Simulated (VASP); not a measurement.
A run of VASP 6.6.1 is set up as follows.

File INCAR:

```
SYSTEM = V
PREC = Accurate ; ENCUT = 520
EDIFF = 1E-7 ; ISMEAR = -1
SIGMA = 0.05 ; LREAL = .FALSE.
LASPH = .TRUE. ; NELM = 150
ALGO = Normal ; ISIF = 2
LWAVE = .FALSE. ; LCHARG = .TRUE.
ISPIN = 2 ; MAGMOM = 2
LORBIT = 11 ; LMAXMIX = 4
GGA = PE ; LELF = .TRUE.
LVHAR = .TRUE. ; NBANDS = 16
```

The input KPOINTS:

```
regular mesh
0
G
  12 12 12
  0 0 0
```

POSCAR

```
V
1.0
    0.0000000000      1.8563156760      1.8563156760
    1.8563156760      0.0000000000      1.8563156760
    1.8563156760      1.8563156760      0.0000000000
V
1
Direct
    0.0000000000      0.0000000000      0.0000000000
```

Potentials or basis: VASP PAW PBE potentials, release 64 (V_sv).

Command:

```sh
$ cat potpaw_PBE.64/V_sv/POTCAR > POTCAR
$ mpirun -np 1 vasp_std > vasp.out
```

Problem. Predict the net moment.

Solution. 0.00 μB per cell.

Problem. Predict the pressure.

Solution. 17.4 GPa.

Caveat: the cell stands under pressure.
